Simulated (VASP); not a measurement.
# SiCl3 (P6mm) in VASP: relaxation of cell and atoms with PBE

Aim: the relaxation of cell and atoms of SiCl3 with PBE.

Program: VASP 6.6.1. These are calculated values, not measurements. Logs are shortened: lines on timing, memory, paths and dates and some standing lists are left out, and cuts for length are marked.

### 1 The cell of the first run

The structure is hexagonal, space group P6mm (No. 183). The conventional cell has a = 4.385 Å, b = 4.385 Å, c = 6.336 Å, α = 90.00°, β = 90.00°, γ = 120.00°. Within 2.9 Å of Si (site symmetry 6mm) lie 6 Cl at 2.22 Å. Within 2.9 Å of Cl (site symmetry 2mm) lie 4 Cl at 2.19 Å and 2 Si at 2.22 Å.

The cell was built from a structure type or drawn by symmetry, and may not be a known phase.

### 2 Relaxation of cell and atoms, PBE

Input file INCAR:

```
PREC = Accurate
ENCUT = 600
EDIFF = 1E-6
ISMEAR = 0
SIGMA = 0.1
LREAL = False
LASPH = True
NELM = 80
ALGO = Normal
ISIF = 3
LWAVE = False
LCHARG = False
GGA = PE
IBRION = 2
NSW = 90
EDIFFG = -0.04
```

Input file KPOINTS:

```
Automatic mesh
0
Gamma
  6 6 4
```

Input file POSCAR:

```
SiCl3
1.0
    4.3853407529      0.0000000000      0.0000000000
   -2.1926703764      3.7978164962      0.0000000000
    0.0000000000      0.0000000000      6.3358049690
Si Cl
1 3
Direct
    0.0000000000      0.0000000000      0.5000000000
    0.5000000000      0.0000000000      0.4405040743
    0.0000000000      0.5000000000      0.4405040743
    0.5000000000      0.5000000000      0.4405040743
```

Potentials or basis: VASP PAW PBE potentials, release 64 (Si, Cl).

Started as:

```bash
$ cat potpaw_PBE.64/Si/POTCAR potpaw_PBE.64/Cl/POTCAR > POTCAR
$ mpirun -np 1 vasp_std > vasp.out
```

OUTCAR:

```text
PREC = Accurate
   ENCUT = 600
   EDIFF = 1E-6
   ISMEAR = 0
   LREAL = False
   LASPH = True
   NELM = 80
   ISIF = 3
   GGA = PE
   IBRION = 2
   NSW = 90
   EDIFFG = -0.04

 ion  position               nearest neighbor table
   1  0.000  0.000  0.500-   3 2.22   3 2.22   4 2.22   4 2.22   2 2.22   2 2.22
   2  0.500  0.000  0.441-   4 2.19   4 2.19   3 2.19   3 2.19   1 2.22   1 2.22
   3  0.000  0.500  0.441-   2 2.19   2 2.19   4 2.19   4 2.19   1 2.22   1 2.22
   4  0.500  0.500  0.441-   2 2.19   2 2.19   3 2.19   3 2.19   1 2.22   1 2.22

  LATTYP: Found a hexagonal cell.
 ALAT       =     4.3853407529
 C/A-ratio  =     1.4447691356

  Lattice vectors:

 A1 = (   4.3853407529,   0.0000000000,   0.0000000000)
 A2 = (  -2.1926703764,   3.7978164962,   0.0000000000)
 A3 = (   0.0000000000,   0.0000000000,   6.3358049690)

Analysis of symmetry for initial positions (statically):
=====================================================================
 Subroutine PRICEL returns:
 Original cell was already a primitive cell.

 Routine SETGRP: Setting up the symmetry group for a
 hexagonal supercell.

 Subroutine GETGRP returns: Found 12 space group operations
 (whereof 12 operations were pure point group operations)
 out of a pool of 24 trial point group operations.

The static configuration has the point symmetry C_6v.

Analysis of symmetry for dynamics (positions and initial velocities):
=====================================================================
 Subroutine PRICEL returns:
 Original cell was already a primitive cell.

 Routine SETGRP: Setting up the symmetry group for a
 hexagonal supercell.

 Subroutine GETGRP returns: Found 12 space group operations
 (whereof 12 operations were pure point group operations)
 out of a pool of 24 trial point group operations.

The dynamic configuration has the point symmetry C_6v.

 Subroutine INISYM returns: Found 12 space group operations
 (whereof 12 operations are pure point group operations),
 and found     1 'primitive' translations

----------------------------------------------------------------------------------------

                                     Primitive cell

  volume of cell :     105.5211

  direct lattice vectors                    reciprocal lattice vectors
     4.385340753  0.000000000  0.000000000     0.228032451  0.131654597  0.000000000
    -2.192670376  3.797816496  0.000000000     0.000000000  0.263309194  0.000000000
     0.000000000  0.000000000  6.335804969     0.000000000  0.000000000  0.157833141

  length of vectors
     4.385340753  4.385340753  6.335804969     0.263309194  0.263309194  0.157833141

  position of ions in fractional coordinates (direct lattice)
     0.000000000  0.000000000  0.500000000
     0.500000000  0.000000000  0.440504074
     0.000000000  0.500000000  0.440504074
     0.500000000  0.500000000  0.440504074

  ion indices of the primitive-cell ions
   primitive index   ion index
                 1           1
                 2           2
                 3           3
                 4           4

----------------------------------------------------------------------------------------

 KPOINTS: Automatic mesh

Automatic generation of k-mesh.
 Grid dimensions read from file:
 generate k-points for:    6    6    4

 Generating k-lattice:

  Cartesian coordinates                     Fractional coordinates (reciprocal lattice)
     0.038005408  0.021942433  0.000000000     0.166666667  0.000000000  0.000000000
     0.000000000  0.043884866  0.000000000     0.000000000  0.166666667  0.000000000
     0.000000000  0.000000000  0.039458285     0.000000000  0.000000000  0.250000000

  Length of vectors
     0.043884866  0.043884866  0.039458285

  Shift w.r.t. Gamma in fractional coordinates (k-lattice)
     0.000000000  0.000000000  0.000000000

 Subroutine IBZKPT returns following result:
 ===========================================

 Found     21 irreducible k-points:

 Following reciprocal coordinates:
            Coordinates               Weight
  0.000000  0.000000  0.000000      1.000000
  0.166667  0.000000  0.000000      6.000000
  0.333333  0.000000  0.000000      6.000000
  0.500000  0.000000  0.000000      3.000000
  0.166667  0.166667  0.000000      6.000000
  0.333333  0.166667  0.000000     12.000000
[... 13 lines left out ...]
  0.333333  0.166667  0.500000     12.000000
  0.333333  0.333333  0.500000      2.000000
   k-points           NKPTS =     21   k-points in BZ     NKDIM =     21   number of bands    NBANDS=     16
   number of dos      NEDOS =    301   number of ions     NIONS =      4
   total plane-waves  NPLWV =  69984
   dimension x,y,z NGX =    36 NGY =   36 NGZ =   54
   dimension x,y,z NGXF=    72 NGYF=   72 NGZF=  108
   ions per type =               1   3
   NGX,Y,Z   is equivalent  to a cutoff of  13.65, 13.65, 14.17 a.u.
   NGXF,Y,Z  is equivalent  to a cutoff of  27.29, 27.29, 28.34 a.u.
 SYSTEM =  unknown system
   PREC   = accura    normal or accurate (medium, high low for compatibility)
   ISTART =      0    job   : 0-new  1-cont  2-samecut
   ICHARG =      2    charge: 1-file 2-atom 10-const
   ISPIN  =      1    spin polarized calculation?
   LNONCOLLINEAR =      F non collinear calculations
   LSORBIT =      F    spin-orbit coupling
   LASPH  =      T    aspherical Exc in radial PAW
   ENCUT  =  600.0 eV  44.10 Ry    6.64 a.u.   8.76  8.76 12.65*2*pi/ulx,y,z
   NELM   =     80;   NELMIN=  2; NELMDL= -5     # of ELM steps
   EDIFF  = 0.1E-05   stopping-criterion for ELM
   LREAL  =      F    real-space projection
   EDIFFG = -.4E-01   stopping-criterion for IOM
   NSW    =     90    number of steps for IOM
   IBRION =      2    ionic relax: 0-MD 1-quasi-New 2-CG
   NFREE  =      1    steps in history (QN), initial steepest desc. (CG)
   ISIF   =      3    stress and relaxation
   ISYM   =      2    0-nonsym 1-usesym 2-fastsym
   POTIM  = 0.5000    time-step for ionic-motion
   TEBEG  =    0.0;   TEEND  =   0.0 temperature during run
   PSTRESS=    0.0 pullay stress
   NELECT =      25.0000    total number of electrons
   NUPDOWN=      -1.0000    fix difference up-down
   EMIN   =  10.00;   EMAX   =-10.00  energy-range for DOS
   EFERMI =   0.00;   METHOD = LEGACY
   ISMEAR =     0;   SIGMA  =   0.10  broadening in eV -4-tet -1-fermi 0-gaus
   EFERMI_NEDOS =   21; number of points for ismear=-14 and -15
   IALGO  =     38    algorithm
   IMIX   =      4    mixing-type and parameters
     AMIX     =   0.40;   BMIX     =  1.00
     AMIX_MAG =   1.60;   BMIX_MAG =  1.00
  volume/ion in A,a.u.               =      26.38       178.02
  Fermi-wavevector in a.u.,A,eV,Ry     =   1.012998  1.914288 13.961814  1.026164
  Thomas-Fermi vector in A             =   2.146140
   LORBIT       =      0    0 simple, 1 ext, 2 COOP (PROOUT), +10 PAW based schemes
   GGA     = PE    functional components
   LHFCALC =     F    Hartree Fock is set to
   AEXX    =    0.0000 exact exchange contribution
   IVDW    =     0    specifies the selected vdW correction
   LEPSILON=     F    determine dielectric tensor
   LRPA    =     F    only Hartree local field effects (RPA)
 conjugate gradient relaxation of ions
 non-spin polarized calculation
 Gauss-broadening in eV      SIGMA  =   0.10
  energy-cutoff  :      600.00
  volume of cell :      105.52
 maximum number of plane-waves:      3547
 NGX is ok and might be reduce to    36
   NGX = 17   NGY = 17   NGZ = 25

--------------------------------------- Ionic step        1  -------------------------------------------

 number of electron      25.0000004 magnetization

 Free energy of the ion-electron system (eV)
  ---------------------------------------------------
  ext. energy  EPLUGINS =         0.00000000
  ---------------------------------------------------
  free energy    TOTEN  =         0.07337430 eV

  energy without entropy =        0.10927488  energy(sigma->0) =        0.09132459

 E-fermi :   3.7870     XC(G=0):  -7.0782

 val. band max:        3.7865919870   @ k =   0.3333   0.1667   0.5000
 cond. band min:       3.8608374315   @ k =   0.3333   0.1667   0.5000
 fundamental gap:      0.0742454445
 Fermi energy:         3.7870037931

 k-point     1 :       0.0000    0.0000    0.0000
  band No.  band energies     occupation
      1     -19.5723      2.00000
      2     -12.6569      2.00000
      3     -12.6569      2.00000
      4      -9.8586      2.00000
      5      -8.0657      2.00000
      6      -8.0657      2.00000
[... 8 lines left out ...]
     15       6.2535      0.00000
     16       7.5188      0.00000
[... 476 lines left out ...]
 POSITION                                       TOTAL-FORCE (eV/Angst)
 -----------------------------------------------------------------------------------
     -2.80593      4.86001      3.27541        -0.000000      0.000000     -0.572127
      2.80593      0.00000      2.78154         0.000000     -0.000000      0.190709
     -1.40296      2.43001      2.78154         0.000000     -0.000000      0.190709
      1.40296      2.43001      2.78154         0.000000     -0.000000      0.190709
 -----------------------------------------------------------------------------------
    total drift:                               -0.000000     -0.000000      0.000650

  FREE ENERGIE OF THE ION-ELECTRON SYSTEM (eV)
  ---------------------------------------------------
  free  energy   TOTEN  =        -9.0872421441 eV

  energy  without entropy=       -9.0775013000  energy(sigma->0) =       -9.08237172

[... ionic steps 4 to 9 ...]

--------------------------------------- Ionic step       10  -------------------------------------------

 number of electron      25.0000014 magnetization

------------------------ aborting loop because EDIFF is reached ----------------------------------------

  FORCE on cell =-STRESS in cart. coord.  units (eV):
  Direction    XX          YY          ZZ          XY          YZ          ZX
  --------------------------------------------------------------------------------------
  -------------------------------------------------------------------------------------
  Total        0.1574876      0.1574876      0.0076625      0.0000000     -0.0000000      0.0000000
  in kB        1.4957290      1.4957290      0.0727737      0.0000000     -0.0000000      0.0000000
  external PRESSURE =       1.0214106 kB  Pullay stress =       0.0000000 kB

 VOLUME and BASIS-vectors are now :
 -----------------------------------------------------------------------------
  energy-cutoff  :      600.00
  volume of cell :      168.70
      direct lattice vectors                 reciprocal lattice vectors
     5.652959645  0.000000000  0.000000000     0.176898486  0.102132388 -0.000000000
    -2.826479822  4.895606659 -0.000000000    -0.000000000  0.204264777 -0.000000000
     0.000000000  0.000000000  6.095673778    -0.000000000  0.000000000  0.164050774
[... 39 lines left out ...]
 POSITION                                       TOTAL-FORCE (eV/Angst)
 -----------------------------------------------------------------------------------
      0.00000      0.00000      2.80777        -0.000000     -0.000000     -0.048207
      2.82842      0.00000      2.76091         0.000000      0.000000      0.016069
     -1.41421      2.44948      2.76091         0.000000      0.000000      0.016069
      1.41421      2.44948      2.76091         0.000000      0.000000      0.016069
 -----------------------------------------------------------------------------------
    total drift:                                0.000001      0.000002      0.001996

  FREE ENERGIE OF THE ION-ELECTRON SYSTEM (eV)
  ---------------------------------------------------
  free  energy   TOTEN  =        -9.2254021726 eV

  energy  without entropy=       -9.2177772895  energy(sigma->0) =       -9.22158973

--------------------------------------- Ionic step       12  -------------------------------------------

 number of electron      25.0000014 magnetization

 Free energy of the ion-electron system (eV)
  ---------------------------------------------------
  ext. energy  EPLUGINS =         0.00000000
  ---------------------------------------------------
  free energy    TOTEN  =        -9.22636427 eV

  energy without entropy =       -9.21863502  energy(sigma->0) =       -9.22249964

 E-fermi :  -0.7275     XC(G=0):  -5.9477

 val. band max:       -0.7924254602   @ k =   0.1667   0.1667   0.5000
 cond. band min:      -0.5613079433   @ k =   0.5000   0.0000   0.5000
 fundamental gap:      0.2311175169
 Fermi energy:        -0.7274621966

 k-point     1 :       0.0000    0.0000    0.0000
  band No.  band energies     occupation
      1     -16.4532      2.00000
      2     -14.6317      2.00000
      3     -14.6317      2.00000
      4      -7.3575      2.00000
      5      -6.1331      2.00000
      6      -6.1331      2.00000
[... 8 lines left out ...]
     15       3.4145      0.00000
     16       3.4145      0.00000
[... 400 lines left out ...]
 POSITION                                       TOTAL-FORCE (eV/Angst)
 -----------------------------------------------------------------------------------
      0.00000      0.00000      2.75141         0.000000      0.000000      0.019894
      0.00000      4.90568      2.77113        -0.000000     -0.000000     -0.006631
      4.24844      2.45284      2.77113        -0.000000     -0.000000     -0.006631
      1.41615      2.45284      2.77113        -0.000000     -0.000000     -0.006631
 -----------------------------------------------------------------------------------
    total drift:                               -0.000001     -0.000001      0.002016

  FREE ENERGIE OF THE ION-ELECTRON SYSTEM (eV)
  ---------------------------------------------------
  free  energy   TOTEN  =        -9.2263642715 eV

  energy  without entropy=       -9.2186350166  energy(sigma->0) =       -9.22249964

 reached required accuracy - stopping structural energy minimisation
```

Wall time 2.9 min (1 thread of Intel Xeon Platinum 8559C (Emerald Rapids), shared host); peak memory 0.26 GiB.

Results:

- Free energy: -9.2264 eV
- Relaxed cell: a = 5.665 Å, b = 5.665 Å, c = 6.075 Å, α = 90.00°, β = 90.00°, γ = 120.00°
- Space group after relaxing (to 0.1 Å): P6/mmm (No. 191)
- Energy gained by relaxing: 2324.9 meV/atom
- Ionic steps: 12
- Pressure after relaxing: 0.0 GPa
- Largest force after relaxing: 0.020 eV/Å
- Band gap on the k mesh: zero (an odd number of electrons rules out a gap without spin polarisation)

Forces on the atoms (eV/Å):
```
Si   0.000  0.000  0.020
Cl   0.000  0.000 -0.007
Cl   0.000  0.000 -0.007
Cl   0.000  0.000 -0.007
```

The path:
| step | energy change (eV) | largest force (eV/Å) | pressure (GPa) | volume (Å³) |
| --- | --- | --- | --- | --- |
| 1 | 0.0000 | 3.2216 | 43.82 | 105.52 |
| 2 | -7.4866 | 0.6890 | -3.57 | 245.53 |
| 3 | -9.1606 | 0.5721 | 0.20 | 173.99 |
| 4 | -9.1604 | 0.5961 | -0.25 | 176.87 |
| 5 | -9.1798 | 0.5510 | -0.28 | 176.74 |
| 6 | -9.2261 | 0.4180 | -0.43 | 176.32 |
| 7 | -9.2678 | 0.1757 | -0.79 | 175.41 |
| 8 | -9.2917 | 0.1222 | -0.24 | 171.11 |
| 9 | -9.2954 | 0.0938 | 0.12 | 168.68 |
| 10 | -9.2965 | 0.0819 | 0.10 | 168.70 |
| 11 | -9.2988 | 0.0482 | 0.07 | 168.73 |
| 12 | -9.2997 | 0.0199 | -0.01 | 168.80 |

Final structure:
```
Si Cl
1.0
     5.66459    0.00000    0.00000
    -2.83230    4.90568    0.00000
     0.00000    0.00000    6.07451
Si Cl
1 3
Direct
  0.00000 0.00000 0.45294
  0.50000 0.00000 0.45619
  0.00000 0.50000 0.45619
  0.50000 0.50000 0.45619
```

Caveat: the volume moved by over 15 % at a fixed basis, so the end points are rough; an odd number of electrons without spin polarisation forces a metal; a magnetic or distorted state may lie lower.
